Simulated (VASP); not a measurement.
Write the native input for VASP 6.6.1 that does the following.

* Task: relaxation of cell and atoms
* Functional: PBE
* Potentials or basis: VASP PAW PBE potentials, release 64 (B, F)
* Cutoff: 600 eV
* k mesh: 16 × 16 × 6
* Occupations: gaussian, width 0.1 eV
* Spin: no spin polarisation
* Dipole correction: no
* Further INCAR settings: ALGO = Normal; EDIFF = 1e-06; IBRION = 2; EDIFFG = -0.01; NSW = 100; ISIF = 3

The structure of B4F lies in POSCAR:

```
B4F
1.0
    2.0814214067     -1.5217333117      0.0000000000
    2.0814214067      1.5217333117      0.0000000000
   -0.5771403558      0.0000000000      6.2808409076
B F
4 1
Direct
    0.9647894722      0.9647894722      0.7537550625
    0.5190971356      0.5190971356      0.6356812476
    0.4809028644      0.4809028644      0.3643187524
    0.0352105278      0.0352105278      0.2462449375
    0.0000000000      0.0000000000      0.0000000000
```

The input as run:

INCAR

```
SYSTEM = B4F
  PREC = Accurate
  ENCUT = 600
  EDIFF = 1E-6
  ISMEAR = 0
  SIGMA = 0.1
  LREAL = .False.
  LASPH = .True.
  NELM = 100
  ALGO = Normal
  ISIF = 3
  LWAVE = .False.
  LCHARG = .False.
  GGA = PE
  IBRION = 2
  NSW = 100
  EDIFFG = -0.01
```

KPOINTS

```
Automatic mesh
0
Gamma
  16 16 6
  0 0 0
```

Potentials or basis: VASP PAW PBE potentials, release 64 (B, F).

The run is started by

```bash
$ cat potpaw_PBE.64/B/POTCAR potpaw_PBE.64/F/POTCAR > POTCAR
$ mpirun -np 1 vasp_std > vasp.out
```

It gave:

| Item | Value |
| --- | --- |
| Relaxed volume | 7.94 Å³/atom |
| Relaxed cell | a = 2.576 Å, b = 2.576 Å, c = 6.316 Å, α = 94.74°, β = 94.74°, γ = 72.19° |
| Space group after relaxing (to 0.05 Å) | C2/m (No. 12) |
| Energy gained by relaxing | 0.6 meV/atom |
| Ionic steps | 16 |
| Pressure after relaxing | 0.0 GPa |
| Largest force after relaxing | 0.007 eV/Å |

Caveat: an odd number of electrons without spin polarisation forces a metal; a magnetic or distorted state may lie lower.

Wall time 17 min on 1 thread of Intel(R) Xeon(R) Platinum 8259CL CPU @ 2.50GHz (Skylake/Cascade Lake) (shared host), peak memory 0.37 GiB.
